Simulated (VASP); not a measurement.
# Hg (Im-3m) in VASP: a series of runs

Runs on Hg. Level: LDA. Tasks: density of states.

Everything below comes from runs of VASP 6.6.1. Logs are shortened: lines on timing, memory, paths and dates and some standing lists are left out, and cuts for length are marked.

### Step 1. The cell of the first run

The structure is cubic, space group Im-3m (No. 229). Conventional cell: a = 2.999 Å, b = 2.999 Å, c = 2.999 Å, α = 90.00°, β = 90.00°, γ = 90.00°. Hg (site symmetry m-3m) has 14 Hg at 2.60 to 3.00 Å within 3.4 Å.

### Step 2. Density of states, LDA (volume scaled by 0.6)

The input, POSCAR:

```
Hg
1.0
   -1.4995290052      1.4995290052      1.4995290052
    1.4995290052     -1.4995290052      1.4995290052
    1.4995290052      1.4995290052     -1.4995290052
Hg
1
Direct
    0.0000000000      0.0000000000      0.0000000000
```

The input, INCAR.step1:

```
SYSTEM = Hg
  PREC = Accurate
  ENCUT = 520
  EDIFF = 1E-6
  ISMEAR = -1
  SIGMA = 0.1
  LREAL = .False.
  LASPH = .True.
  NELM = 100
  ALGO = Normal
  ISIF = 2
  LWAVE = .False.
  LCHARG = .True.
  GGA = CA
  NBANDS = 12
```

The input, KPOINTS.step1:

```
Automatic mesh
0
Gamma
  15 15 15
  0 0 0
```

The input, INCAR.step2:

```
SYSTEM = Hg
  PREC = Accurate
  ENCUT = 520
  EDIFF = 1E-6
  ISMEAR = -5
  SIGMA = 0.1
  LREAL = .False.
  LASPH = .True.
  NELM = 100
  ALGO = Normal
  ISIF = 2
  LWAVE = .False.
  LCHARG = .False.
  GGA = CA
  LORBIT = 11
  NBANDS = 12
  NEDOS = 1001
  ICHARG = 11
```

The input, KPOINTS.step2:

```
Automatic mesh
0
Gamma
  23 23 23
  0 0 0
```

Potentials or basis: VASP PAW LDA potentials, release 64 (Hg).

Launch:

```console
$ cat potpaw_LDA.64/Hg/POTCAR > POTCAR
$ cp INCAR.step1 INCAR
$ cp KPOINTS.step1 KPOINTS
$ mpirun -np 1 vasp_std > vasp.out
$ cp INCAR.step2 INCAR
$ cp KPOINTS.step2 KPOINTS
$ mpirun -np 1 vasp_std > vasp.out
```

OUTCAR:

```text
SYSTEM = Hg
   PREC = Accurate
   ENCUT = 520
   EDIFF = 1E-6
   ISMEAR = -5
   LREAL = .False.
   LASPH = .True.
   NELM = 100
   ISIF = 2
   GGA = CA
   LORBIT = 11
   ICHARG = 11

 ion  position               nearest neighbor table
   1  0.000  0.000  0.000-

  LATTYP: Found a body centered cubic cell.
 ALAT       =     2.9990580104

  Lattice vectors:

 A1 = (  -1.4995290052,   1.4995290052,   1.4995290052)
 A2 = (   1.4995290052,  -1.4995290052,   1.4995290052)
 A3 = (   1.4995290052,   1.4995290052,  -1.4995290052)

Analysis of symmetry for initial positions (statically):
=====================================================================
 Subroutine PRICEL returns:
 Original cell was already a primitive cell.

 Routine SETGRP: Setting up the symmetry group for a
 body centered cubic supercell.

 Subroutine GETGRP returns: Found 48 space group operations
 (whereof 48 operations were pure point group operations)
 out of a pool of 48 trial point group operations.

The static configuration has the point symmetry O_h .

Analysis of symmetry for dynamics (positions and initial velocities):
=====================================================================
 Subroutine PRICEL returns:
 Original cell was already a primitive cell.

 Routine SETGRP: Setting up the symmetry group for a
 body centered cubic supercell.

 Subroutine GETGRP returns: Found 48 space group operations
 (whereof 48 operations were pure point group operations)
 out of a pool of 48 trial point group operations.

The dynamic configuration has the point symmetry O_h .

 Subroutine INISYM returns: Found 48 space group operations
 (whereof 48 operations are pure point group operations),
 and found     1 'primitive' translations

----------------------------------------------------------------------------------------

                                     Primitive cell

  volume of cell :      13.4873

  direct lattice vectors                    reciprocal lattice vectors
    -1.499529005  1.499529005  1.499529005     0.000000000  0.333438032  0.333438032
     1.499529005 -1.499529005  1.499529005     0.333438032  0.000000000  0.333438032
     1.499529005  1.499529005 -1.499529005     0.333438032  0.333438032  0.000000000

  length of vectors
     2.597260424  2.597260424  2.597260424     0.471552587  0.471552587  0.471552587

  position of ions in fractional coordinates (direct lattice)
     0.000000000  0.000000000  0.000000000

  ion indices of the primitive-cell ions
   primitive index   ion index
                 1           1

----------------------------------------------------------------------------------------

 KPOINTS: Automatic mesh

Automatic generation of k-mesh.
 Grid dimensions read from file:
 generate k-points for:   23   23   23

 Generating k-lattice:

  Cartesian coordinates                     Fractional coordinates (reciprocal lattice)
     0.000000000  0.014497306  0.014497306     0.043478261  0.000000000  0.000000000
     0.014497306  0.000000000  0.014497306     0.000000000  0.043478261  0.000000000
     0.014497306  0.014497306  0.000000000     0.000000000  0.000000000  0.043478261

  Length of vectors
     0.020502286  0.020502286  0.020502286

  Shift w.r.t. Gamma in fractional coordinates (k-lattice)
     0.000000000  0.000000000  0.000000000

 TETIRR: Found  14515 inequivalent tetrahedra from    73002

 Subroutine IBZKPT returns following result:
 ===========================================

 Found    364 irreducible k-points:

 Following reciprocal coordinates:
            Coordinates               Weight
  0.000000  0.000000  0.000000      1.000000
  0.043478  0.000000  0.000000     12.000000
  0.086957  0.000000  0.000000     12.000000
  0.130435  0.000000  0.000000     12.000000
  0.173913  0.000000  0.000000     12.000000
  0.217391  0.000000  0.000000     12.000000
[... 16 lines left out ...]
  0.478261  0.043478  0.000000     24.000000
  0.086957  0.086957  0.000000     24.000000
 [... further k-points ...]
   k-points           NKPTS =    364   k-points in BZ     NKDIM =    364   number of bands    NBANDS=     12
   number of dos      NEDOS =   1001   number of ions     NIONS =      1
   total plane-waves  NPLWV =   8000
   dimension x,y,z NGX =    20 NGY =   20 NGZ =   20
   dimension x,y,z NGXF=    40 NGYF=   40 NGZF=   40
   ions per type =               1
   NGX,Y,Z   is equivalent  to a cutoff of  12.80, 12.80, 12.80 a.u.
   NGXF,Y,Z  is equivalent  to a cutoff of  25.60, 25.60, 25.60 a.u.
 SYSTEM =  Hg
   PREC   = accura    normal or accurate (medium, high low for compatibility)
   ISTART =      0    job   : 0-new  1-cont  2-samecut
   ICHARG =     11    charge: 1-file 2-atom 10-const
   ISPIN  =      1    spin polarized calculation?
   LNONCOLLINEAR =      F non collinear calculations
   LSORBIT =      F    spin-orbit coupling
   LASPH  =      T    aspherical Exc in radial PAW
   ENCUT  =  520.0 eV  38.22 Ry    6.18 a.u.   4.83  4.83  4.83*2*pi/ulx,y,z
   NELM   =    100;   NELMIN=  2; NELMDL=  0     # of ELM steps
   EDIFF  = 0.1E-05   stopping-criterion for ELM
   LREAL  =      F    real-space projection
   EDIFFG = 0.1E-04   stopping-criterion for IOM
   NSW    =      0    number of steps for IOM
   IBRION =     -1    ionic relax: 0-MD 1-quasi-New 2-CG
   NFREE  =      0    steps in history (QN), initial steepest desc. (CG)
   ISIF   =      2    stress and relaxation
   ISYM   =      2    0-nonsym 1-usesym 2-fastsym
   POTIM  = 0.5000    time-step for ionic-motion
   TEBEG  =    0.0;   TEEND  =   0.0 temperature during run
   PSTRESS=    0.0 pullay stress
   NELECT =      12.0000    total number of electrons
   NUPDOWN=      -1.0000    fix difference up-down
   EMIN   =  10.00;   EMAX   =-10.00  energy-range for DOS
   EFERMI =   0.00;   METHOD = LEGACY
   ISMEAR =    -5;   SIGMA  =   0.10  broadening in eV -4-tet -1-fermi 0-gaus
   EFERMI_NEDOS =   21; number of points for ismear=-14 and -15
   IALGO  =     38    algorithm
   IMIX   =      4    mixing-type and parameters
     AMIX     =   0.40;   BMIX     =  1.00
     AMIX_MAG =   1.60;   BMIX_MAG =  1.00
  volume/ion in A,a.u.               =      13.49        91.02
  Fermi-wavevector in a.u.,A,eV,Ry     =   1.574564  2.975495 33.732278  2.479252
  Thomas-Fermi vector in A             =   2.675679
   LORBIT       =     11    0 simple, 1 ext, 2 COOP (PROOUT), +10 PAW based schemes
   GGA     = CA    functional components
   LHFCALC =     F    Hartree Fock is set to
   AEXX    =    0.0000 exact exchange contribution
   IVDW    =     0    specifies the selected vdW correction
   LEPSILON=     F    determine dielectric tensor
   LRPA    =     F    only Hartree local field effects (RPA)
 non-spin polarized calculation
 Fermi weights with tetrahedron method with Bloechl corrections
  energy-cutoff  :      520.00
  volume of cell :       13.49
 maximum number of plane-waves:       374

 number of electron      11.9999999 magnetization

 Free energy of the ion-electron system (eV)
  ---------------------------------------------------
  ext. energy  EPLUGINS =         0.00000000
  ---------------------------------------------------
  free energy    TOTEN  =         1.31018660 eV

  energy without entropy =        1.31018660  energy(sigma->0) =        1.31018660

 E-fermi :  10.3886     XC(G=0): -14.3982

 val. band max:       10.4685063570   @ k =  -0.4783  -0.4783   0.2609
 cond. band min:      10.1363184248   @ k =  -0.3913  -0.3913   0.0435
 fundamental gap:     -0.3321879321
 Fermi energy:        10.3886107790

 k-point     1 :       0.0000    0.0000    0.0000
  band No.  band energies     occupation
      1      -6.1995      2.00000
      2      -1.1489      2.00000
      3      -1.1489      2.00000
      4      -1.1489      2.00000
      5       1.3252      2.00000
      6       1.3252      2.00000
      7      25.2823      0.00000
      8      25.2823      0.00000
      9      25.2823      0.00000
     10      34.3710      0.00000
     11      34.3711      0.00000
     12      35.1394      0.00000

 k-point     2 :       0.0435    0.0000    0.0000
  band No.  band energies     occupation
      1      -6.1142      2.00000
      2      -1.1775      2.00000
      3      -1.1449      2.00000
      4      -1.0842      2.00000
      5       1.2894      2.00000
      6       1.3275      2.00000
      7      25.2695      0.00000
      8      25.3038      0.00000
      9      25.3879      0.00000
     10      33.0497      0.00000
     11      33.5658      0.00000
     12      34.7795      0.00000

 k-point     3 :       0.0870    0.0000    0.0000
  band No.  band energies     occupation
      1      -5.8634      2.00000
      2      -1.2605      2.00000
      3      -1.1341      2.00000
      4      -0.8920      2.00000
      5       1.1941      2.00000
      6       1.3346      2.00000
      7      25.1504      0.00000
      8      25.3208      0.00000
      9      25.6985      0.00000
     10      31.6873      0.00000
     11      32.0941      0.00000
     12      33.8231      0.00000
[... 286 lines left out ...]
 k-point    23 :       0.4783    0.0435    0.0000
  band No.  band energies     occupation
      1      -3.8287      2.00000
      2      -2.5104      2.00000
      3       1.1637      2.00000
      4       1.5122      2.00000
      5       3.0759      2.00000
      6       5.0955      2.00000
      7      10.2211      1.65005
      8      20.1397      0.00000
      9      22.2228      0.00000
     10      31.3188      0.00000
     11      31.7974      0.00000
     12      33.5751      0.00000

 k-point    24 :       0.0870    0.0870    0.0000
  band No.  band energies     occupation
      1      -5.2328      2.00000
      2      -1.3753      2.00000
      3      -1.2545      2.00000
      4      -0.3315      2.00000
      5       0.9873      2.00000
      6       1.3828      2.00000
      7      24.5231      0.00000
      8      25.0590      0.00000
      9      26.1418      0.00000
     10      29.2912      0.00000
     11      30.8255      0.00000
     12      32.7731      0.00000

 [... further k-points ...]

------------------------ aborting loop because EDIFF is reached ----------------------------------------

  FORCE on cell =-STRESS in cart. coord.  units (eV):
  Direction    XX          YY          ZZ          XY          YZ          ZX
  --------------------------------------------------------------------------------------
  -------------------------------------------------------------------------------------
  Total       11.9527777     11.9527777     11.9527777      0.0000000     -0.0000000      0.0000000
  in kB     1419.8903941   1419.8903941   1419.8903941      0.0000000     -0.0000000      0.0000000
  external PRESSURE =    1419.8903941 kB  Pullay stress =       0.0000000 kB

 VOLUME and BASIS-vectors are now :
 -----------------------------------------------------------------------------
  energy-cutoff  :      520.00
  volume of cell :       13.49
      direct lattice vectors                 reciprocal lattice vectors
    -1.499529005  1.499529005  1.499529005     0.000000000  0.333438032  0.333438032
     1.499529005 -1.499529005  1.499529005     0.333438032  0.000000000  0.333438032
     1.499529005  1.499529005 -1.499529005     0.333438032  0.333438032  0.000000000

 POSITION                                       TOTAL-FORCE (eV/Angst)
 -----------------------------------------------------------------------------------
      0.00000      0.00000      0.00000        -0.000000     -0.000000      0.000000
 -----------------------------------------------------------------------------------
    total drift:                               -0.000000     -0.000000      0.000000

  FREE ENERGIE OF THE ION-ELECTRON SYSTEM (eV)
  ---------------------------------------------------
  free  energy   TOTEN  =         1.3101865973 eV

  energy  without entropy=        1.3101865973  energy(sigma->0) =        1.31018660

 total charge

# of ion       s       p       d       tot
------------------------------------------
    1        0.925   0.834   9.481  11.240
```

It took 25 s on 1 thread of Intel Xeon 6975P-C (Granite Rapids), shared host; peak memory 0.19 GiB.

What came out:

| Quantity | Value |
| --- | --- |
| Valence electrons inside the program's atomic spheres | Hg 11.24 |

Levels at points of the mesh, in eV from the Fermi level:
| k point | band 2 | band 3 | band 4 | band 5 | band 6 | band 7 | band 8 | band 9 | band 10 | band 11 |
| --- | --- | --- | --- | --- | --- | --- | --- | --- | --- | --- |
| (0.00, 0.00, 0.00) | -11.54 | -11.54 | -11.54 | -9.06 | -9.06 | 14.89 | 14.89 | 14.89 | 23.98 | 23.98 |

Caveat: the cell differs from its parent crystal (volume scaled by 0.6); spin-orbit coupling is left out, which moves the levels of the heavy elements; tetrahedron occupations give inexact forces and stress in metals.

### Step 3. Density of states, LDA

This run uses another cell than the first one, of 22.48 Å³/atom, 1.667 times its volume.

The input, POSCAR:

```
Hg
1.0
   -1.7778882262      1.7778882262      1.7778882262
    1.7778882262     -1.7778882262      1.7778882262
    1.7778882262      1.7778882262     -1.7778882262
Hg
1
Direct
    0.0000000000      0.0000000000      0.0000000000
```

The input, INCAR.step1:

```
SYSTEM = Hg
PREC = Accurate
ENCUT = 520
EDIFF = 1E-7
ISMEAR = -1
SIGMA = 0.1
LREAL = .False.
LASPH = .True.
NELM = 60
ALGO = Normal
ISIF = 2
LWAVE = .False.
LCHARG = .True.
GGA = CA
NBANDS = 12
```

KPOINTS.step1 is that of step 2.

The input, INCAR.step2:

```
SYSTEM = Hg
PREC = Accurate
ENCUT = 520
EDIFF = 1E-7
ISMEAR = -5
SIGMA = 0.1
LREAL = .False.
LASPH = .True.
NELM = 60
ALGO = Normal
ISIF = 2
LWAVE = .False.
LCHARG = .False.
GGA = CA
LORBIT = 11
NEDOS = 2001
ICHARG = 11
```

KPOINTS.step2 is that of step 2.

Potentials or basis: VASP PAW LDA potentials, release 64 (Hg).

Launch:

```console
$ cat potpaw_LDA.64/Hg/POTCAR > POTCAR
$ cp INCAR.step1 INCAR
$ cp KPOINTS.step1 KPOINTS
$ mpirun -np 1 vasp_std > vasp.out
$ cp INCAR.step2 INCAR
$ cp KPOINTS.step2 KPOINTS
$ mpirun -np 1 vasp_std > vasp.out
```

OUTCAR:

```text
SYSTEM = Hg
   PREC = Accurate
   ENCUT = 520
   EDIFF = 1E-7
   ISMEAR = -5
   LREAL = .False.
   LASPH = .True.
   NELM = 60
   ISIF = 2
   GGA = CA
   LORBIT = 11
   ICHARG = 11

 ion  position               nearest neighbor table
   1  0.000  0.000  0.000-

  LATTYP: Found a body centered cubic cell.
 ALAT       =     3.5557764524

  Lattice vectors:

 A1 = (  -1.7778882262,   1.7778882262,   1.7778882262)
 A2 = (   1.7778882262,  -1.7778882262,   1.7778882262)
 A3 = (   1.7778882262,   1.7778882262,  -1.7778882262)

Analysis of symmetry for initial positions (statically):
=====================================================================
 Subroutine PRICEL returns:
 Original cell was already a primitive cell.

 Routine SETGRP: Setting up the symmetry group for a
 body centered cubic supercell.

 Subroutine GETGRP returns: Found 48 space group operations
 (whereof 48 operations were pure point group operations)
 out of a pool of 48 trial point group operations.

The static configuration has the point symmetry O_h .
[... 168 lines left out ...]
  band No.  band energies     occupation
      1      -6.5776      2.00000
      2      -4.3465      2.00000
      3      -4.3465      2.00000
      4      -4.3465      2.00000
      5      -3.3466      2.00000
      6      -3.3466      2.00000
      7      18.2277      0.00000
      8      18.2277      0.00000
      9      18.2277      0.00000
     10      19.8386      0.00000
[... 287 lines left out ...]
 k-point    24 :       0.0870    0.0870    0.0000
  band No.  band energies     occupation
      1      -5.9675      2.00000
      2      -4.4176      2.00000
      3      -4.3650      2.00000
      4      -3.9959      2.00000
      5      -3.4573      2.00000
      6      -3.3306      2.00000
      7      15.1510      0.00000
      8      15.7677      0.00000
      9      17.1976      0.00000
     10      18.5228      0.00000

 [... further k-points ...]

------------------------ aborting loop because EDIFF is reached ----------------------------------------

  FORCE on cell =-STRESS in cart. coord.  units (eV):
  Direction    XX          YY          ZZ          XY          YZ          ZX
  --------------------------------------------------------------------------------------
  -------------------------------------------------------------------------------------
  Total        0.1821663      0.1821663      0.1821663      0.0000000      0.0000000     -0.0000000
  in kB       12.9839002     12.9839002     12.9839002      0.0000000      0.0000000     -0.0000000
  external PRESSURE =      12.9839002 kB  Pullay stress =       0.0000000 kB

 VOLUME and BASIS-vectors are now :
 -----------------------------------------------------------------------------
  energy-cutoff  :      520.00
  volume of cell :       22.48
      direct lattice vectors                 reciprocal lattice vectors
    -1.777888226  1.777888226  1.777888226     0.000000000  0.281232528  0.281232528
     1.777888226 -1.777888226  1.777888226     0.281232528  0.000000000  0.281232528
     1.777888226  1.777888226 -1.777888226     0.281232528  0.281232528  0.000000000

 POSITION                                       TOTAL-FORCE (eV/Angst)
 -----------------------------------------------------------------------------------
      0.00000      0.00000      0.00000         0.000000      0.000000      0.000000
 -----------------------------------------------------------------------------------
    total drift:                               -0.000000      0.000000     -0.000000

  FREE ENERGIE OF THE ION-ELECTRON SYSTEM (eV)
  ---------------------------------------------------
  free  energy   TOTEN  =        -0.9425970489 eV

  energy  without entropy=       -0.9425970489  energy(sigma->0) =       -0.94259705

 total charge

# of ion       s       p       d       tot
------------------------------------------
    1        0.906   0.256   9.319  10.481
```

OSZICAR.step1:

```text
N       E                     dE             d eps       ncg     rms          rms(c)
DAV:   1     0.747273867284E+02    0.74727E+02   -0.66024E+03  3024   0.971E+02
DAV:   2     0.243635066187E+00   -0.74484E+02   -0.70181E+02  3152   0.232E+02
DAV:   3    -0.100085757564E+01   -0.12445E+01   -0.12438E+01  3412   0.334E+01
DAV:   4    -0.100199540330E+01   -0.11378E-02   -0.11378E-02  3204   0.105E+00
DAV:   5    -0.100199687449E+01   -0.14712E-05   -0.14711E-05  3300   0.368E-02    0.437E+00
DAV:   6    -0.951284363788E+00    0.50713E-01   -0.11614E-01  3324   0.384E+00    0.318E+00
DAV:   7    -0.945359570405E+00    0.59248E-02   -0.13826E-02  3312   0.109E+00    0.135E+00
DAV:   8    -0.944615416781E+00    0.74415E-03   -0.11985E-03  3052   0.487E-01    0.473E-02
DAV:   9    -0.944618572126E+00   -0.31553E-05   -0.18718E-06  3296   0.159E-02    0.116E-02
DAV:  10    -0.944619421377E+00   -0.84925E-06   -0.86844E-07  3180   0.116E-02    0.783E-04
DAV:  11    -0.944619420349E+00    0.10282E-08   -0.70619E-09  1636   0.736E-04
   1 F= -.94461942E+00 E0= -.93992723E+00  d E =-.938437E-02
```

It took 29 s on 1 thread of Intel Xeon 6975P-C (Granite Rapids), shared host; peak memory 0.21 GiB.

What came out:

| Item | Value |
| --- | --- |
| Valence electrons inside the program's atomic spheres | Hg 10.48 |

Caveat: spin-orbit coupling is left out, which moves the levels of the heavy elements; tetrahedron occupations give inexact forces and stress in metals.
